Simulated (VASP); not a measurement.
# CO2: relaxation of cell and atoms with PBE+D3(BJ)

Crystal: CO2.

```
C O
1.0
    -1.79443    1.79443    2.96499
     1.79443   -1.79443    2.96499
     1.79443    1.79443   -2.96499
C O
2 4
Direct
  0.00000 0.00000 0.00000
  0.75000 0.25000 0.50000
  0.37500 0.32450 0.44950
  0.67550 0.12500 0.05050
  0.87500 0.92550 0.55050
  0.07450 0.62500 0.94950
```

```yaml
Program: VASP 6.6.1
Task: relaxation of cell and atoms
Functional: PBE
Dispersion: D3(BJ)
Potentials_or_basis: VASP PAW PBE potentials, release 64 (C, O)
Cutoff: 600 eV
k_mesh: 8 × 8 × 8
Occupations: gaussian, width 0.01 eV
Spin: no spin polarisation
Target_pressure: 25 GPa
Dipole_correction: no
Further_INCAR_settings: ALGO = Normal; EDIFF = 1e-07; IBRION = 2; EDIFFG = -0.002; NSW = 80; ISIF = 3
```

```json
{
 "Relaxed volume": "6.74 Å³/atom",
 "Relaxed cell": "a = 3.951 Å, b = 3.951 Å, c = 3.951 Å, α = 124.30°, β = 124.30°, γ = 82.70°",
 "Space group after relaxing (to 0.1 Å)": "I-42d (No. 122)",
 "Energy change on relaxing (the run minimises the enthalpy)": "-73.6 meV/atom",
 "Ionic steps": "13",
 "Pressure after relaxing": "25.0 GPa",
 "Band gap on the k mesh": "7.62 eV (least direct gap 7.89 eV)",
 "Dispersion energy per atom": "-0.118 eV"
}
```

Step by step:
| step | energy change (eV) | largest force (eV/Å) | pressure (GPa) | volume (Å³) |
| --- | --- | --- | --- | --- |
| 1 | 0.0000 | 0.1157 | 40.10 | 38.19 |
| 2 | -0.4602 | 1.3320 | 6.87 | 41.60 |
| 3 | -0.2688 | 0.5133 | 25.35 | 39.52 |
| 4 | -0.3874 | 0.0714 | 24.84 | 40.13 |
| 5 | -0.3993 | 0.0191 | 24.78 | 40.20 |
| 6 | -0.4011 | 0.0094 | 25.39 | 40.19 |
| 7 | -0.4002 | 0.0878 | 27.01 | 40.16 |
| 8 | -0.4204 | 0.0162 | 25.85 | 40.28 |
| 9 | -0.4321 | 0.0274 | 25.14 | 40.36 |
| 10 | -0.4345 | 0.0215 | 25.10 | 40.37 |
| 11 | -0.4414 | 0.0041 | 24.98 | 40.42 |
| 12 | -0.4422 | 0.0019 | 24.96 | 40.42 |
| 13 | -0.4416 | 0.0011 | 25.01 | 40.42 |

Final structure:
```
CELL_PARAMETERS angstrom
-1.84568 1.84568 2.96614
1.84568 -1.84568 2.96614
1.84568 1.84568 -2.96614
ATOMIC_POSITIONS crystal
C 0.00000 0.00000 0.00000
C 0.75000 0.25000 0.50000
O 0.37500 0.31600 0.44100
O 0.68400 0.12500 0.05900
O 0.87500 0.93400 0.55900
O 0.06600 0.62500 0.94100
```

Levels at points of the mesh, in eV from the valence-band top:
```
           k point  band 13  band 14  band 15  band 16  band 17  band 18  band 19  band 20
(0.00, 0.00, 0.00)    -1.77    -0.63    -0.63    -0.27     7.62    10.08    10.08    10.44
(0.50, 0.00, 0.00)    -1.78    -1.52    -0.41    -0.05     8.85    10.23    10.65    10.74
(0.50, 0.50, 0.00)    -0.72    -0.72    -0.47    -0.47     9.71     9.71    10.55    10.55
(0.50, 0.50, 0.50)    -2.97    -2.97    -0.15    -0.15     8.79     8.79    11.13    11.13
```

It took 7.2 min on 1 thread of AMD EPYC 9R45 (Zen 5), on a shared host, peak memory 0.17 GiB.

Caveat: the cell is relaxed towards a set pressure, so the run minimises the enthalpy, not the energy. A k mesh can miss the band edges.
